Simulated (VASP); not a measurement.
Input of a VASP 6.6.1 run:

Contents of INCAR:

```
ALGO = Normal
EDIFF = 1E-6
ENCUT = 500
GGA = PE
GGA_COMPAT = F
ISIF = 2
ISMEAR = 0
LASPH = T
LCHARG = T
LELF = T
LMAXMIX = 6
LREAL = F
LVHAR = T
LWAVE = F
NBANDS = 24
NELM = 200
PREC = Accurate
SIGMA = 0.1
```

The input KPOINTS:

```
k-points
0
Gamma
  12 12 6
```

Contents of POSCAR:

```
TmSb2Cl2
1.0
    5.4742924156      0.0000000000      0.0000000000
   -2.7371462078      4.7408762997      0.0000000000
    0.0000000000      0.0000000000      6.9758504665
Tm Sb Cl
1 2 2
Direct
    0.0000000000      0.0000000000      0.5000000000
    0.6666666667      0.3333333333      0.5618162842
    0.3333333333      0.6666666667      0.4381837158
    0.6666666667      0.3333333333      0.1986100109
    0.3333333333      0.6666666667      0.8013899891
```

Potentials or basis: VASP PAW PBE potentials, release 64 (Tm_3, Sb, Cl), 4f in core.

Launch:

```console
$ cat potpaw_PBE.64/Tm_3/POTCAR potpaw_PBE.64/Sb/POTCAR potpaw_PBE.64/Cl/POTCAR > POTCAR
$ mpirun -np 1 vasp_std > vasp.out
```

Problem. Estimate the band gap on the k mesh.

Solution. Zero (an odd number of electrons rules out a gap without spin polarisation).

Problem. Estimate the largest force.

Solution. 0.027 eV/Å.

Problem. What does it give for the pressure?

Solution. 0.1 GPa.

Stress tensor (GPa, compression positive):
```
 0.19  0.00  0.00
 0.00  0.19  0.00
 0.00  0.00 -0.11
```

Caveat: spin-orbit coupling is left out, which moves the levels of the heavy elements; the 4f electrons are frozen in the core, so they carry no moment and show no levels; an odd number of electrons without spin polarisation forces a metal; a magnetic or distorted state may lie lower; the run has no spin polarisation, though such a crystal can be magnetic. With open d or f shells a metallic result of PBE can be an artefact of self-interaction; +U or a hybrid may open a gap.
